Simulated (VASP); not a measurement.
Set up this calculation in VASP 6.6.1, as the native input.

- Task: relaxation of cell and atoms
- Functional: PBE
- Potentials or basis: VASP PAW PBE potentials, release 64 (Hf_pv, Se, S)
- Cutoff: 600 eV
- k mesh: 6 × 6 × 2
- Occupations: gaussian, width 0.1 eV
- Spin: no spin polarisation
- Dipole correction: no
- Further INCAR settings: ALGO = Normal; EDIFF = 1e-06; IBRION = 2; EDIFFG = -0.04; NSW = 90; ISIF = 3

The structure of Hf2SeS3 lies in POSCAR:

```
Hf2SeS3
1.0
    4.3375878900      0.0000000000      0.0000000000
   -2.1687939400      3.7564613000      0.0000000000
    0.0000000000      0.0000000000      7.8545186100
Hf Se S
2 1 3
Direct
    0.6666666700      0.3333333300      0.6786552700
    0.3333333300      0.6666666700      0.3213447300
    0.0000000000      0.0000000000      0.0000000000
    0.0000000000      0.0000000000      0.5000000000
    0.6666666700      0.3333333300      0.3572515000
    0.3333333300      0.6666666700      0.6427485000
```

One way to write it, as run:

INCAR

```
ALGO = Normal
EDIFF = 1E-6
EDIFFG = -0.04
ENCUT = 600
GGA = PE
IBRION = 2
ISIF = 3
ISMEAR = 0
LASPH = True
LCHARG = False
LREAL = False
LWAVE = False
NELM = 60
NSW = 90
PREC = Accurate
SIGMA = 0.1
```

KPOINTS

```
k-points
0
Gamma
  6 6 2
```

Potentials or basis: VASP PAW PBE potentials, release 64 (Hf_pv, Se, S).

Launch:

```bash
$ cat potpaw_PBE.64/Hf_pv/POTCAR potpaw_PBE.64/Se/POTCAR potpaw_PBE.64/S/POTCAR > POTCAR
$ mpirun -np 1 vasp_std > vasp.out
```

Results of the run:

| Property | Result |
| --- | --- |
| Relaxed volume | 19.50 Å³/atom |
| Relaxed cell | a = 4.453 Å, b = 4.453 Å, c = 6.812 Å, α = 90.00°, β = 90.00°, γ = 120.00° |
| Space group after relaxing (to 0.05 Å) | P-3m1 (No. 164) |
| Energy gained by relaxing | 206.0 meV/atom |
| Ionic steps | 13 |
| Pressure after relaxing | 0.1 GPa |
| Largest force after relaxing | 0.038 eV/Å |
| Band gap on the k mesh | zero (band 22 reaches 6.06 eV, above the bottom of band 23 at 5.81 eV) |

Caveat: the k points lie up to 0.46 Å⁻¹ apart in the final cell; spin-orbit coupling is left out, which moves the levels of the heavy elements.

It took 3.5 min on 1 thread of AMD EPYC 9R45 (Zen 5) (shared host), peak memory 0.29 GiB.
